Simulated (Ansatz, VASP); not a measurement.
## Two plane-wave programs on Ga

```
Ga
1.0
    -2.25056    0.00000    3.81427
     0.00000   -4.50710    0.00000
     2.25056    0.00000    3.81427
Ga
4
Direct
  0.15250 0.92150 0.15250
  0.65250 0.57850 0.65250
  0.84750 0.07850 0.84750
  0.34750 0.42150 0.34750
```

Alike in both runs: task relaxation of cell and atoms; functional r2SCAN; k mesh 5 × 4 × 5; occupations tetrahedron; no spin polarisation.

```csv
,VASP,Ansatz
version,VASP 6.6.1,Ansatz 0.2.0
potentials or method,"VASP PAW PBE potentials, release 64 (Ga_d), cutoff 600 eV",PAW plane waves
valence electrons in the cell,52,52
```

```tsv
	VASP	Ansatz	Ansatz less VASP
gap on the k mesh at the Fermi level, each at its own relaxed structure (eV)	none	none	-
relaxed volume (Å³/atom)	19.10	19.11	+0.007
relaxed length of the cell vector where the two differ most in proportion (Å)	4.534	4.534	+0.0004
```

VASP's potentials were made for PBE, not for r2SCAN. A gap of «none» marks a metal or a gap that the smearing closes. Ansatz's warnings: band table not solved further, forces under tetrahedra, tetrahedron derivatives may miss energy slope.
